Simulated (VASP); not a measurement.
Here is a VASP 6.6.1 calculation.

INCAR

```
SYSTEM = As
PREC = Accurate
ENCUT = 500
EDIFF = 1E-6
ISMEAR = 0
SIGMA = 0.1
LREAL = .FALSE.
LASPH = .TRUE.
NELM = 120
ALGO = Normal
ISIF = 2
LWAVE = .FALSE.
LCHARG = .FALSE.
GGA = PE
NBANDS = 8
GGA_COMPAT = .FALSE.
```

File KPOINTS:

```
Automatic mesh
0
G
  14 14 14
  0 0 0
```

POSCAR

```
As
1.0
    2.7036817444      0.0000000000      0.0000000000
    0.0000000000      2.7036817444      0.0000000000
    0.0000000000      0.0000000000      2.7036817444
As
1
Direct
    0.5000000000      0.5000000000      0.5832198540
```

Potentials or basis: VASP PAW PBE potentials, release 64 (As).

The run is started by

```bash
$ cat potpaw_PBE.64/As/POTCAR > POTCAR
$ mpirun -np 1 vasp_std > vasp.out
```

**Question.** What does it give for the pressure?

**Answer.** 2.7 GPa.

Caveat: the cell differs from its parent crystal (one atom moved).
